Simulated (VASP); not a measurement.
# ZnSe (F-43m) in VASP: notebook

The runs below take ZnSe through single point, with PBE.

All numbers are computed with VASP 6.6.1; they aren't measurements. Logs are shortened: lines on timing, memory, paths and dates and some standing lists are left out, and cuts for length are marked.

## 1. The cell of the first run

The structure is cubic, space group F-43m (No. 216). The conventional cell has a = 5.552 Å, b = 5.552 Å, c = 5.552 Å, α = 90.00°, β = 90.00°, γ = 90.00°. Within 3.2 Å of Zn (site symmetry -43m) lie 4 Se at 2.40 Å. Se (site symmetry -43m) has 4 Zn at 2.40 Å within 3.2 Å.

## 2. Single point, PBE (volume scaled by 0.94)

Contents of INCAR:

```
SYSTEM = ZnSe
PREC     = Accurate       ! precision mode
ENCUT    = 520            ! plane-wave cutoff, eV
EDIFF    = 1E-7           ! SCF threshold, eV
ISMEAR   = -1             ! smearing method
SIGMA    = 0.03           ! smearing width, eV
LREAL    = .FALSE.        ! projectors in reciprocal space
LASPH    = .TRUE.         ! aspherical terms in the spheres
NELM     = 100            ! most SCF steps
ALGO     = Normal         ! electronic algorithm
ISIF     = 2              ! what is computed and relaxed
LWAVE    = .FALSE.        ! write WAVECAR
LCHARG   = .FALSE.        ! write CHGCAR
GGA      = PE             ! functional
NBANDS   = 16             ! bands
```

Contents of KPOINTS:

```
Automatic mesh
0
G
  8 8 8
  0 0 0
```

Contents of POSCAR:

```
ZnSe
1.0
    0.0000000000      2.7759511149      2.7759511149
    2.7759511149      0.0000000000      2.7759511149
    2.7759511149      2.7759511149      0.0000000000
Zn Se
1 1
Direct
    0.0000000000      0.0000000000      0.0000000000
    0.7500000000      0.7500000000      0.7500000000
```

Potentials or basis: VASP PAW PBE potentials, release 64 (Zn, Se).

The run is started by

```console
cat potpaw_PBE.64/Zn/POTCAR potpaw_PBE.64/Se/POTCAR > POTCAR
mpirun -np 1 vasp_std > vasp.out
```

OUTCAR:

```text
SYSTEM = ZnSe
   PREC = Accurate
   ENCUT = 520
   EDIFF = 1E-7
   ISMEAR = -1
   LREAL = .FALSE.
   LASPH = .TRUE.
   NELM = 100
   ISIF = 2
   GGA = PE

 ion  position               nearest neighbor table
   1  0.000  0.000  0.000-   2 2.40   2 2.40   2 2.40   2 2.40
   2  0.750  0.750  0.750-   1 2.40   1 2.40   1 2.40   1 2.40

  LATTYP: Found a face centered cubic cell.
 ALAT       =     5.5519022298

  Lattice vectors:

 A1 = (   0.0000000000,   2.7759511149,   2.7759511149)
 A2 = (   2.7759511149,   0.0000000000,   2.7759511149)
 A3 = (   2.7759511149,   2.7759511149,   0.0000000000)

Analysis of symmetry for initial positions (statically):
=====================================================================
 Subroutine PRICEL returns:
 Original cell was already a primitive cell.

 Routine SETGRP: Setting up the symmetry group for a
 face centered cubic supercell.

 Subroutine GETGRP returns: Found 24 space group operations
 (whereof 24 operations were pure point group operations)
 out of a pool of 48 trial point group operations.

The static configuration has the point symmetry T_d .

Analysis of symmetry for dynamics (positions and initial velocities):
=====================================================================
 Subroutine PRICEL returns:
 Original cell was already a primitive cell.

 Routine SETGRP: Setting up the symmetry group for a
 face centered cubic supercell.

 Subroutine GETGRP returns: Found 24 space group operations
 (whereof 24 operations were pure point group operations)
 out of a pool of 48 trial point group operations.

The dynamic configuration has the point symmetry T_d .

 Subroutine INISYM returns: Found 24 space group operations
 (whereof 24 operations are pure point group operations),
 and found     1 'primitive' translations

----------------------------------------------------------------------------------------

                                     Primitive cell

  volume of cell :      42.7824

  direct lattice vectors                    reciprocal lattice vectors
     0.000000000  2.775951115  2.775951115    -0.180118446  0.180118446  0.180118446
     2.775951115  0.000000000  2.775951115     0.180118446 -0.180118446  0.180118446
     2.775951115  2.775951115  0.000000000     0.180118446  0.180118446 -0.180118446

  length of vectors
     3.925787715  3.925787715  3.925787715     0.311974299  0.311974299  0.311974299

[... 67 lines left out ...]
   ions per type =               1   1
   NGX,Y,Z   is equivalent  to a cutoff of  12.70, 12.70, 12.70 a.u.
   NGXF,Y,Z  is equivalent  to a cutoff of  25.41, 25.41, 25.41 a.u.
 SYSTEM =  ZnSe
   PREC   = accura    normal or accurate (medium, high low for compatibility)
   ISTART =      0    job   : 0-new  1-cont  2-samecut
   ICHARG =      2    charge: 1-file 2-atom 10-const
   ISPIN  =      1    spin polarized calculation?
   LNONCOLLINEAR =      F non collinear calculations
   LSORBIT =      F    spin-orbit coupling
   LASPH  =      T    aspherical Exc in radial PAW
   ENCUT  =  520.0 eV  38.22 Ry    6.18 a.u.   7.30  7.30  7.30*2*pi/ulx,y,z
   NELM   =    100;   NELMIN=  2; NELMDL= -5     # of ELM steps
   EDIFF  = 0.1E-06   stopping-criterion for ELM
   LREAL  =      F    real-space projection
   EDIFFG = 0.1E-05   stopping-criterion for IOM
   NSW    =      0    number of steps for IOM
   IBRION =     -1    ionic relax: 0-MD 1-quasi-New 2-CG
   NFREE  =      0    steps in history (QN), initial steepest desc. (CG)
   ISIF   =      2    stress and relaxation
   ISYM   =      2    0-nonsym 1-usesym 2-fastsym
   POTIM  = 0.5000    time-step for ionic-motion
   TEBEG  =    0.0;   TEEND  =   0.0 temperature during run
   PSTRESS=    0.0 pullay stress
   NELECT =      18.0000    total number of electrons
   NUPDOWN=      -1.0000    fix difference up-down
   EMIN   =  10.00;   EMAX   =-10.00  energy-range for DOS
   EFERMI =   0.00;   METHOD = LEGACY
   ISMEAR =    -1;   SIGMA  =   0.03  broadening in eV -4-tet -1-fermi 0-gaus
   EFERMI_NEDOS =   21; number of points for ismear=-14 and -15
   IALGO  =     38    algorithm
   IMIX   =      4    mixing-type and parameters
     AMIX     =   0.40;   BMIX     =  1.00
     AMIX_MAG =   1.60;   BMIX_MAG =  1.00
  volume/ion in A,a.u.               =      21.39       144.36
  Fermi-wavevector in a.u.,A,eV,Ry     =   1.226716  2.318156 20.474468  1.504831
  Thomas-Fermi vector in A             =   2.361706
   LORBIT       =      0    0 simple, 1 ext, 2 COOP (PROOUT), +10 PAW based schemes
   GGA     = PE    functional components
[... 5 lines left out ...]
 non-spin polarized calculation
  energy-cutoff  :      520.00
  volume of cell :       42.78
 maximum number of plane-waves:      1174
 NGX is ok and might be reduce to    30
   NGX = 15   NGY = 15   NGZ = 15

 number of electron      17.9999986 magnetization

 Free energy of the ion-electron system (eV)
  ---------------------------------------------------
  ext. energy  EPLUGINS =         0.00000000
  ---------------------------------------------------
  free energy    TOTEN  =        -5.94186711 eV

  energy without entropy =       -5.94186711  energy(sigma->0) =       -5.94186711

 E-fermi :   2.7323     XC(G=0):  -9.6074

 val. band max:        2.1649892785   @ k =   0.0000   0.0000   0.0000
 cond. band min:       3.7115384525   @ k =   0.0000   0.0000   0.0000
 fundamental gap:      1.5465491739
 Fermi energy:         2.7323002159

 k-point     1 :       0.0000    0.0000    0.0000
  band No.  band energies     occupation
      1     -11.5127      2.00000
      2      -4.6272      2.00000
      3      -4.6272      2.00000
      4      -4.6272      2.00000
      5      -4.1985      2.00000
      6      -4.1985      2.00000
[... 433 lines left out ...]
      3      -4.4671      2.00000
      4      -4.2421      2.00000
      5      -4.1916      2.00000
      6      -3.9598      2.00000
[... 8 lines left out ...]
     15      15.1363      0.00000
     16      16.0221      0.00000

 [... further k-points ...]
[... 5 lines left out ...]
  --------------------------------------------------------------------------------------
  -------------------------------------------------------------------------------------
  Total        1.8912621      1.8912621      1.8912621     -0.0000000     -0.0000000     -0.0000000
  in kB       70.8266762     70.8266762     70.8266762     -0.0000000     -0.0000000     -0.0000000
  external PRESSURE =      70.8266762 kB  Pullay stress =       0.0000000 kB

 VOLUME and BASIS-vectors are now :
 -----------------------------------------------------------------------------
  energy-cutoff  :      520.00
  volume of cell :       42.78
      direct lattice vectors                 reciprocal lattice vectors
     0.000000000  2.775951115  2.775951115    -0.180118446  0.180118446  0.180118446
     2.775951115  0.000000000  2.775951115     0.180118446 -0.180118446  0.180118446
     2.775951115  2.775951115  0.000000000     0.180118446  0.180118446 -0.180118446

 POSITION                                       TOTAL-FORCE (eV/Angst)
 -----------------------------------------------------------------------------------
      0.00000      0.00000      0.00000         0.000000      0.000000      0.000000
      4.16393      4.16393      4.16393        -0.000000     -0.000000     -0.000000
 -----------------------------------------------------------------------------------
    total drift:                               -0.000001     -0.000001     -0.000001

  FREE ENERGIE OF THE ION-ELECTRON SYSTEM (eV)
  ---------------------------------------------------
  free  energy   TOTEN  =        -5.9418671054 eV

  energy  without entropy=       -5.9418671053  energy(sigma->0) =       -5.94186711
```

OSZICAR:

```text
N       E                     dE             d eps       ncg     rms          rms(c)
DAV:   1     0.885236758408E+02    0.88524E+02   -0.88561E+03   928   0.133E+03
DAV:   2    -0.685827517923E+00   -0.89210E+02   -0.83068E+02  1032   0.257E+02
DAV:   3    -0.618828964345E+01   -0.55025E+01   -0.54800E+01  1104   0.625E+01
DAV:   4    -0.623114730540E+01   -0.42858E-01   -0.42853E-01  1152   0.578E+00
DAV:   5    -0.623133501398E+01   -0.18771E-03   -0.18771E-03  1160   0.354E-01    0.534E+00
DAV:   6    -0.596261478990E+01    0.26872E+00   -0.53452E-01  1312   0.249E+01    0.402E+00
DAV:   7    -0.594193639237E+01    0.20678E-01   -0.16648E-01  1096   0.372E+00    0.170E+00
DAV:   8    -0.594159912740E+01    0.33726E-03   -0.46923E-03  1248   0.793E-01    0.476E-01
DAV:   9    -0.594176987417E+01   -0.17075E-03   -0.11747E-03  1096   0.263E-01    0.641E-02
DAV:  10    -0.594188520389E+01   -0.11533E-03   -0.26313E-04  1160   0.126E-01    0.283E-02
DAV:  11    -0.594186603484E+01    0.19169E-04   -0.52055E-05  1144   0.690E-02    0.643E-03
DAV:  12    -0.594186673401E+01   -0.69917E-06   -0.70556E-06  1168   0.164E-02    0.256E-03
DAV:  13    -0.594186719404E+01   -0.46003E-06   -0.44304E-07  1096   0.429E-03    0.156E-03
DAV:  14    -0.594186710539E+01    0.88650E-07   -0.24199E-08   984   0.246E-03
   1 F= -.59418671E+01 E0= -.59418671E+01  d E =-.440182E-10
```

stdout:

```text
POSCAR found type information on POSCAR ZnSe
 POSCAR found :  2 types and       2 ions
 scaLAPACK will be used
 LDA part: xc-table for (Slater+PW92), standard interpolation
 POSCAR, INCAR and KPOINTS ok, starting setup
 FFT: planning ... GRIDC
 FFT: planning ... GRID_SOFT
 FFT: planning ... GRID
 WAVECAR not read
 entering main loop
```

Run time: 9.4 s. Hardware: 1 thread of AMD EPYC 9R45 (Zen 5), shared host; peak memory 0.14 GiB.

What came out:

```
Free energy            : -5.9419 eV
Pressure               : 7.1 GPa
Band gap on the k mesh : 1.55 eV, direct
```

## 3. Single point, PBE (volume scaled by 0.96)

Contents of INCAR:

```
SYSTEM = ZnSe
ALGO = Normal
EDIFF = 1E-6
ENCUT = 520
GGA = PE
ISIF = 2
ISMEAR = -1
LASPH = .TRUE.
LCHARG = .FALSE.
LREAL = .FALSE.
LWAVE = .FALSE.
NBANDS = 16
NELM = 100
PREC = Accurate
SIGMA = 0.03
```

Contents of KPOINTS:

```
k-points
0
G
  8 8 8
  0 0 0
```

Contents of POSCAR:

```
ZnSe
1.0
    0.0000000000      2.7955007105      2.7955007105
    2.7955007105      0.0000000000      2.7955007105
    2.7955007105      2.7955007105      0.0000000000
Zn Se
1 1
Direct
    0.0000000000      0.0000000000      0.0000000000
    0.7500000000      0.7500000000      0.7500000000
```

Potentials or basis: VASP PAW PBE potentials, release 64 (Zn, Se).

The run is started by

```console
cat potpaw_PBE.64/Zn/POTCAR potpaw_PBE.64/Se/POTCAR > POTCAR
mpirun -np 1 vasp_std > vasp.out
```

Run time: 8.3 s. Hardware: 1 thread of AMD EPYC 9R45 (Zen 5), shared host; peak memory 0.14 GiB.

It converged, with:

| Item | Value |
| --- | --- |
| Free energy | -5.9771 eV |
| Pressure | 5.3 GPa |
| Band gap on the k mesh | 1.46 eV, direct |

Levels at points of the mesh, in eV from the valence-band top:
```tsv
k point	band 7	band 8	band 9	band 10	band 11	band 12
(0.00, 0.00, 0.00)	0.00	0.00	0.00	1.46	5.78	5.78
(0.50, 0.00, 0.00)	-5.50	-0.93	-0.93	2.61	6.37	6.37
(0.50, 0.50, 0.00)	-4.93	-2.34	-2.34	2.89	3.45	11.05
```

## 4. Single point, PBE (volume scaled by 0.99)

Contents of INCAR:

```
ALGO     = Normal         # electronic algorithm
EDIFF    = 1E-6           # SCF threshold, eV
ENCUT    = 520            # plane-wave cutoff, eV
GGA      = PE             # functional
ISIF     = 2              # what is computed and relaxed
ISMEAR   = -1             # smearing method
LASPH    = True           # aspherical terms in the spheres
LCHARG   = False          # write CHGCAR
LREAL    = False          # projectors in reciprocal space
LWAVE    = False          # write WAVECAR
NBANDS   = 16             # bands
NELM     = 100            # most SCF steps
PREC     = Accurate       # precision mode
SIGMA    = 0.03           # smearing width, eV
```

Contents of KPOINTS:

```
k-points
0
Gamma
  8 8 8
```

Contents of POSCAR:

```
ZnSe
1.0
    0.0000000000      2.8243223372      2.8243223372
    2.8243223372      0.0000000000      2.8243223372
    2.8243223372      2.8243223372      0.0000000000
Zn Se
1 1
Direct
    0.0000000000      0.0000000000      0.0000000000
    0.7500000000      0.7500000000      0.7500000000
```

The run is started by

```console
cat potpaw_PBE.64/Zn/POTCAR potpaw_PBE.64/Se/POTCAR > POTCAR
mpirun -np 1 vasp_std > vasp.out
```

Wall time 9.1 s (1 thread of AMD EPYC 9R45 (Zen 5), shared host); peak memory 0.14 GiB.

Results (log left out):

| Property | Result |
| --- | --- |
| Free energy | -6.0125 eV |
| Pressure | 3.0 GPa |
| Band gap on the k mesh | 1.33 eV, direct |

Levels at points of the mesh, in eV from the valence-band top:
```tsv
k point	band 7	band 8	band 9	band 10	band 11	band 12
(0.00, 0.00, 0.00)	0.00	0.00	0.00	1.33	5.80	5.80
(0.50, 0.00, 0.00)	-5.29	-0.88	-0.88	2.56	6.38	6.38
(0.50, 0.50, 0.00)	-4.80	-2.22	-2.22	2.96	3.46	10.81
```

## 5. Single point, PBE (volume scaled by 0.98)

Contents of INCAR:

```
  PREC = Accurate
  ENCUT = 520
  EDIFF = 1E-6
  ISMEAR = -1
  SIGMA = 0.03
  LREAL = False
  LASPH = True
  NELM = 60
  ALGO = Normal
  ISIF = 2
  LWAVE = False
  LCHARG = True
  GGA = PE
  LELF = True
  LVHAR = True
  NBANDS = 16
```

Contents of KPOINTS:

```
Automatic mesh
0
Gamma
  8 8 8
```

Contents of POSCAR:

```
ZnSe
1.0
    0.0000000000      2.8147806350      2.8147806350
    2.8147806350      0.0000000000      2.8147806350
    2.8147806350      2.8147806350      0.0000000000
Zn Se
1 1
Direct
    0.0000000000      0.0000000000      0.0000000000
    0.7500000000      0.7500000000      0.7500000000
```

Potentials or basis: VASP PAW PBE potentials, release 64 (Zn, Se).

The run is started by

```console
cat potpaw_PBE.64/Zn/POTCAR potpaw_PBE.64/Se/POTCAR > POTCAR
mpirun -np 1 vasp_std > vasp.out
```

OUTCAR:

```text
PREC = Accurate
   ENCUT = 520
   EDIFF = 1E-6
   ISMEAR = -1
   LREAL = False
   LASPH = True
   NELM = 60
   ISIF = 2
   GGA = PE

 ion  position               nearest neighbor table
   1  0.000  0.000  0.000-   2 2.44   2 2.44   2 2.44   2 2.44
   2  0.750  0.750  0.750-   1 2.44   1 2.44   1 2.44   1 2.44

  LATTYP: Found a face centered cubic cell.
 ALAT       =     5.6295612700

  Lattice vectors:

 A1 = (   0.0000000000,   2.8147806350,   2.8147806350)
 A2 = (   2.8147806350,   0.0000000000,   2.8147806350)
 A3 = (   2.8147806350,   2.8147806350,   0.0000000000)
[... 624 lines left out ...]
      4      -4.4801      2.00000
      5      -4.4378      2.00000
      6      -4.2262      2.00000
[... 8 lines left out ...]
     15      14.6128      0.00000
     16      15.4486      0.00000

 [... further k-points ...]
[... 5 lines left out ...]
  --------------------------------------------------------------------------------------
  -------------------------------------------------------------------------------------
  Total        1.0437349      1.0437349      1.0437349      0.0000000      0.0000000     -0.0000000
  in kB       37.4918709     37.4918709     37.4918709      0.0000000      0.0000000     -0.0000000
  external PRESSURE =      37.4918709 kB  Pullay stress =       0.0000000 kB

 VOLUME and BASIS-vectors are now :
 -----------------------------------------------------------------------------
  energy-cutoff  :      520.00
  volume of cell :       44.60
      direct lattice vectors                 reciprocal lattice vectors
     0.000000000  2.814780635  2.814780635    -0.177633736  0.177633736  0.177633736
     2.814780635  0.000000000  2.814780635     0.177633736 -0.177633736  0.177633736
     2.814780635  2.814780635  0.000000000     0.177633736  0.177633736 -0.177633736

 POSITION                                       TOTAL-FORCE (eV/Angst)
 -----------------------------------------------------------------------------------
      0.00000      0.00000      0.00000         0.000000      0.000000     -0.000000
      4.22217      4.22217      4.22217        -0.000000     -0.000000      0.000000
 -----------------------------------------------------------------------------------
    total drift:                                0.000000      0.000000     -0.000000

  FREE ENERGIE OF THE ION-ELECTRON SYSTEM (eV)
  ---------------------------------------------------
  free  energy   TOTEN  =        -6.0028330544 eV

  energy  without entropy=       -6.0028330544  energy(sigma->0) =       -6.00283305
```

Run time: 9.5 s. Hardware: 1 thread of AMD EPYC 9R45 (Zen 5), shared host; peak memory 0.14 GiB.

Results:

```yaml
Free_energy: -6.0028 eV
Pressure: 3.7 GPa
Band_gap_on_the_k_mesh: 1.37 eV, direct
```

## 6. Single point, PBE (volume scaled by 1.02)

Contents of INCAR:

```
ALGO = Normal
EDIFF = 1E-6
ENCUT = 520
GGA = PE
ISIF = 2
ISMEAR = -1
LASPH = True
LCHARG = True
LELF = True
LREAL = False
LVHAR = True
LWAVE = False
NBANDS = 16
NELM = 100
PREC = Accurate
SIGMA = 0.03
```

Contents of KPOINTS:

```
k-points
0
Gamma
  8 8 8
```

Contents of POSCAR:

```
ZnSe
1.0
    0.0000000000      2.8525674344      2.8525674344
    2.8525674344      0.0000000000      2.8525674344
    2.8525674344      2.8525674344      0.0000000000
Zn Se
1 1
Direct
    0.0000000000      0.0000000000      0.0000000000
    0.7500000000      0.7500000000      0.7500000000
```

Potentials or basis: VASP PAW PBE potentials, release 64 (Zn, Se).

The run is started by

```console
cat potpaw_PBE.64/Zn/POTCAR potpaw_PBE.64/Se/POTCAR > POTCAR
mpirun -np 1 vasp_std > vasp.out
```

Run time: 10 s. Hardware: 1 thread of AMD EPYC 9R45 (Zen 5), shared host; peak memory 0.15 GiB.

Results (log left out):

* Free energy: -6.0298 eV
* Pressure: 1.1 GPa
* Band gap on the k mesh: 1.21 eV, direct

Levels at points of the mesh, in eV from the valence-band top:
```csv
k point,band 7,band 8,band 9,band 10,band 11,band 12
"(0.00, 0.00, 0.00)",0.00,0.00,0.00,1.21,5.81,5.81
"(0.50, 0.00, 0.00)",-5.10,-0.84,-0.84,2.51,6.38,6.38
"(0.50, 0.50, 0.00)",-4.67,-2.12,-2.12,3.03,3.46,10.60
```

## 7. Summary

| cell | gap on the mesh (eV) | pressure (GPa) |
| --- | --- | --- |
| a = 3.926 Å, angles 60.0°, 2 atoms | 1.55 | 7.1 |
| a = 3.953 Å, angles 60.0°, 2 atoms | 1.46 | 5.3 |
| a = 3.994 Å, angles 60.0°, 2 atoms | 1.33 | 3.0 |
| a = 3.981 Å, angles 60.0°, 2 atoms | 1.37 | 3.7 |
| a = 4.034 Å, angles 60.0°, 2 atoms | 1.21 | 1.1 |

Alike in all rows: task single point; level PBE; potentials or basis VASP PAW PBE potentials, release 64 (Zn, Se); no spin polarisation; k mesh 8 × 8 × 8; cutoff (eV) 520; smearing fermi-dirac 0.03 eV.

Absolute energies hang on the potentials; compare differences alone.
